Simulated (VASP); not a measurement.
Input of a VASP 6.6.1 run:

The input INCAR:

```
SYSTEM = Ca
PREC = Accurate
ENCUT = 500
EDIFF = 1E-6
ISMEAR = 1
SIGMA = 0.1
LREAL = .FALSE.
LASPH = .TRUE.
NELM = 120
ALGO = Normal
ISIF = 2
LWAVE = .FALSE.
LCHARG = .FALSE.
GGA = PS
NBANDS = 11
GGA_COMPAT = .FALSE.
```

The input KPOINTS:

```
Automatic mesh
0
G
  6 6 6
  0 0 0
```

POSCAR

```
Ca
1.0
   -2.2052049036      2.2052049036      2.1961148100
    2.2052049036     -2.2052049036      2.1961148100
    2.2052049036      2.2052049036     -2.1961148100
Ca
1
Direct
    0.5000000000      0.5000000000      0.0000000000
```

Potentials or basis: VASP PAW PBE potentials, release 64 (Ca_sv).

Run with:

```sh
$ cat potpaw_PBE.64/Ca_sv/POTCAR > POTCAR
$ mpirun -np 1 vasp_std > vasp.out
```

Estimate the band gap on the k mesh.

zero (band 5 reaches 2.06 eV, above the bottom of band 6 at 1.85 eV).

Estimate the pressure.

-0.8 GPa.

Caveat: the PAW data sets were made with another functional, which shifts forces and pressure a little.
